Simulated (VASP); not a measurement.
# Pt (Fm-3m) in VASP: a series of runs, part 2 of 2

VASP 6.6.1. The steps go on from the part before.

**3. Relaxation of cell and atoms, PBEsol**

This run uses another cell than the first one, of 15.08 Å³/atom.

Contents of INCAR:

```
SYSTEM = Pt
ALGO = Normal
EDIFF = 1E-7
EDIFFG = -0.03
ENCUT = 500
GGA = PS
GGA_COMPAT = .False.
IBRION = 2
ISIF = 3
ISMEAR = 0
LASPH = .True.
LCHARG = .False.
LREAL = .False.
LWAVE = .False.
NELM = 120
NELMIN = 4
NSW = 80
PREC = Accurate
SIGMA = 0.05
```

Contents of KPOINTS:

```
k-points
0
Gamma
  11 11 11
  0 0 0
```

Contents of POSCAR:

```
Pt
1.0
    0.0000000000      1.9609000000      1.9609000000
    1.9609000000      0.0000000000      1.9609000000
    1.9609000000      1.9609000000      0.0000000000
Pt
1
Direct
    0.0000000000      0.0000000000      0.0000000000
```

Potentials or basis: VASP PAW PBE potentials, release 64 (Pt).

Command:

```
cat potpaw_PBE.64/Pt/POTCAR > POTCAR
mpirun -np 1 vasp_std > vasp.out
```

OUTCAR:

```text
SYSTEM = Pt
   EDIFF = 1E-7
   EDIFFG = -0.03
   ENCUT = 500
   GGA = PS
   IBRION = 2
   ISIF = 3
   ISMEAR = 0
   LASPH = .True.
   LREAL = .False.
   NELM = 120
   NELMIN = 4
   NSW = 80
   PREC = Accurate

 ion  position               nearest neighbor table
   1  0.000  0.000  0.000-

  LATTYP: Found a face centered cubic cell.
 ALAT       =     3.9218000000

  Lattice vectors:

 A1 = (   0.0000000000,   1.9609000000,   1.9609000000)
 A2 = (   1.9609000000,   0.0000000000,   1.9609000000)
 A3 = (   1.9609000000,   1.9609000000,   0.0000000000)

Analysis of symmetry for initial positions (statically):
=====================================================================
 Subroutine PRICEL returns:
 Original cell was already a primitive cell.

 Routine SETGRP: Setting up the symmetry group for a
 face centered cubic supercell.

 Subroutine GETGRP returns: Found 48 space group operations
 (whereof 48 operations were pure point group operations)
 out of a pool of 48 trial point group operations.

The static configuration has the point symmetry O_h .

Analysis of symmetry for dynamics (positions and initial velocities):
=====================================================================
 Subroutine PRICEL returns:
 Original cell was already a primitive cell.

 Routine SETGRP: Setting up the symmetry group for a
 face centered cubic supercell.

 Subroutine GETGRP returns: Found 48 space group operations
 (whereof 48 operations were pure point group operations)
 out of a pool of 48 trial point group operations.

The dynamic configuration has the point symmetry O_h .

 Subroutine INISYM returns: Found 48 space group operations
 (whereof 48 operations are pure point group operations),
 and found     1 'primitive' translations

----------------------------------------------------------------------------------------
[... 126 lines left out ...]
  volume of cell :       15.08
 maximum number of plane-waves:       390
   NGX = 11   NGY = 11   NGZ = 11

--------------------------------------- Ionic step        1  -------------------------------------------

 number of electron      10.0000001 magnetization

 Free energy of the ion-electron system (eV)
  ---------------------------------------------------
  ext. energy  EPLUGINS =         0.00000000
  ---------------------------------------------------
  free energy    TOTEN  =        -6.97150089 eV

  energy without entropy =       -6.96831885  energy(sigma->0) =       -6.96990987

------------------------ aborting loop because EDIFF is reached ----------------------------------------

  FORCE on cell =-STRESS in cart. coord.  units (eV):
  Direction    XX          YY          ZZ          XY          YZ          ZX
  --------------------------------------------------------------------------------------
  -------------------------------------------------------------------------------------
  Total       -0.1519739     -0.1519739     -0.1519739      0.0000000      0.0000000      0.0000000
  in kB      -16.1466859    -16.1466859    -16.1466859      0.0000000      0.0000000      0.0000000
  external PRESSURE =     -16.1466859 kB  Pullay stress =       0.0000000 kB
[... 57 lines left out ...]
--------------------------------------- Ionic step        3  -------------------------------------------

 number of electron      10.0000001 magnetization

 Free energy of the ion-electron system (eV)
  ---------------------------------------------------
  ext. energy  EPLUGINS =         0.00000000
  ---------------------------------------------------
  free energy    TOTEN  =        -6.97193520 eV

  energy without entropy =       -6.96878592  energy(sigma->0) =       -6.97036056

 E-fermi :  11.1464     XC(G=0): -13.6638

 val. band max:       11.1432834768   @ k =  -0.3636   0.3636   0.0909
 cond. band min:      11.1518228628   @ k =  -0.4545   0.1818   0.0000
 fundamental gap:      0.0085393860
 Fermi energy:        11.1464173210

 k-point     1 :       0.0000    0.0000    0.0000
  band No.  band energies     occupation
      1       0.8462      2.00000
      2       7.3559      2.00000
      3       7.3559      2.00000
      4       7.3559      2.00000
      5       9.5556      2.00000
      6       9.5556      2.00000
      7      25.8152      0.00000
      8      30.8071      0.00000
      9      30.8071      0.00000
[... 265 lines left out ...]
 k-point    24 :      -0.1818    0.1818    0.0000
  band No.  band energies     occupation
      1       3.8033      2.00000
      2       6.4281      2.00000
      3       7.5552      2.00000
      4       8.5473      2.00000
      5       8.6209      2.00000
      6      11.1132      1.65316
      7      24.6699      0.00000
      8      27.2761      0.00000
      9      30.2166      0.00000

 [... further k-points ...]

------------------------ aborting loop because EDIFF is reached ----------------------------------------

  FORCE on cell =-STRESS in cart. coord.  units (eV):
  Direction    XX          YY          ZZ          XY          YZ          ZX
  --------------------------------------------------------------------------------------
  -------------------------------------------------------------------------------------
  Total       -0.0001917     -0.0001917     -0.0001917      0.0000000      0.0000000      0.0000000
  in kB       -0.0204866     -0.0204866     -0.0204866      0.0000000      0.0000000      0.0000000
  external PRESSURE =      -0.0204866 kB  Pullay stress =       0.0000000 kB
[... 16 lines left out ...]
  FREE ENERGIE OF THE ION-ELECTRON SYSTEM (eV)
  ---------------------------------------------------
  free  energy   TOTEN  =        -6.9719352009 eV

  energy  without entropy=       -6.9687859249  energy(sigma->0) =       -6.97036056

 reached required accuracy - stopping structural energy minimisation
```

CONTCAR:

```text
Pt
   1.00000000000000
     0.0000000000000000    1.9572232120090398    1.9572232120090398
     1.9572232120090398   -0.0000000000000000    1.9572232120090398
     1.9572232120090398    1.9572232120090398    0.0000000000000000
  Pt
     1
Direct
     0.0000000000000000    0.0000000000000000    0.0000000000000000

  0.00000000E+00  0.00000000E+00  0.00000000E+00
```

Run time: 18 s. Hardware: 1 thread of Intel Xeon Platinum 8259CL at 2.50GHz (Skylake/Cascade Lake), shared host; peak memory 0.13 GiB.

Results:

| Item | Value |
| --- | --- |
| Free energy | -6.9719 eV |
| Relaxed volume | 15.00 Å³/atom |
| Relaxed cell | a = 2.768 Å, b = 2.768 Å, c = 2.768 Å, α = 60.00°, β = 60.00°, γ = 60.00° |
| Space group after relaxing (to 0.1 Å) | Fm-3m (No. 225) |
| Energy gained by relaxing | 0.4 meV/atom |
| Ionic steps | 3 |
| Pressure after relaxing | 0.0 GPa |
| Band gap on the k mesh | zero (bands 5 and 6 overlap by 2.13 eV) |

The path:
| step | energy change (eV) | largest force (eV/Å) | pressure (GPa) | volume (Å³) |
| --- | --- | --- | --- | --- |
| 1 | 0.0000 | 0.0000 | -1.61 | 15.08 |
| 2 | 0.0033 | 0.0000 | 5.01 | 14.75 |
| 3 | -0.0004 | 0.0000 | 0.00 | 15.00 |

Final structure:
```
Pt
1.0
     0.00000    1.95722    1.95722
     1.95722    0.00000    1.95722
     1.95722    1.95722    0.00000
Pt
1
Direct
  0.00000 0.00000 0.00000
```

Levels at points of the mesh, in eV from the Fermi level:
| k point | band 3 | band 4 | band 5 | band 6 | band 7 | band 8 |
| --- | --- | --- | --- | --- | --- | --- |
| (0.00, 0.00, 0.00) | -3.79 | -3.79 | -1.59 | -1.59 | 14.67 | 19.66 |

Caveat: the PAW data sets were made with another functional, which shifts forces and pressure a little; spin-orbit coupling is left out, which moves the levels of the heavy elements.
